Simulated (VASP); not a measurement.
## AlGa3N4: single point with r2SCAN

AlGa3N4:

```xyz
8
Lattice="5.1456 0.0000 0.0000 0.0000 3.1671 0.0000 -0.0037 0.0000 5.4837" Properties=species:S:1:pos:R:3 pbc="T T T"
Al    0.0001    1.5835    3.6593
Ga    2.5671    1.5835    1.8378
Ga    2.5653    0.0000    4.5587
Ga    5.1445    0.0000    0.9116
N     0.6123    1.5835    1.8716
N     0.5981    0.0000    4.5255
N     3.1909    0.0000    0.9111
N     3.2526    1.5835    3.6591
```

| Quantity | Value |
| --- | --- |
| Program | VASP 6.6.1 |
| Task | single point |
| Functional | r2SCAN |
| Potentials or basis | VASP PAW PBE potentials, release 64 (Al, Ga_d, N) |
| Cutoff | 520 eV |
| k mesh | 6 × 8 × 6 |
| Occupations | gaussian, width 0.05 eV |
| Spin | no spin polarisation |

```
Pressure               : 0.0 GPa
Largest force          : 0.025 eV/Å
Band gap on the k mesh : 2.86 eV
```

Forces on the atoms (eV/Å):
```
Al  -0.001  0.000  0.002
Ga   0.003  0.000  0.010
Ga   0.002  0.000  0.000
Ga  -0.003  0.000 -0.010
N    0.009  0.000 -0.012
N    0.020  0.000  0.015
N   -0.011  0.000 -0.005
N   -0.019  0.000  0.002
```

Stress tensor (GPa, compression positive):
```
 0.03  0.00  0.00
 0.00 -0.08  0.00
 0.00  0.00  0.04
```

Levels at points of the mesh, in eV from the valence-band top:
```csv
k point,band 28,band 29,band 30,band 31,band 32,band 33,band 34,band 35
"(0.00, 0.00, 0.00)",-0.85,-0.10,-0.04,0.00,2.86,5.24,5.85,6.35
"(0.50, 0.00, 0.00)",-0.77,-0.70,-0.36,-0.35,4.98,5.07,5.16,5.66
"(0.00, 0.50, 0.00)",-2.11,-2.09,-1.87,-1.81,6.18,6.24,7.51,7.73
"(0.50, 0.50, 0.00)",-1.76,-1.48,-1.45,-1.42,6.35,6.49,6.62,6.93
"(0.00, 0.00, 0.50)",-0.80,-0.63,-0.58,-0.33,5.11,5.30,6.77,7.16
"(0.50, 0.00, 0.50)",-1.65,-1.17,-1.15,-1.11,5.90,5.98,6.10,6.50
"(0.00, 0.50, 0.50)",-2.20,-2.14,-1.02,-0.88,5.49,5.81,6.20,6.32
"(0.50, 0.50, 0.50)",-1.80,-1.75,-1.67,-1.66,4.96,5.01,5.07,5.50
```

Wall time 14 min on 1 thread of AMD EPYC 9R45 96-Core Processor (Zen 5) (shared host), peak memory 0.38 GiB.

Caveat: the PAW data sets were made with another functional, which shifts forces and pressure a little.
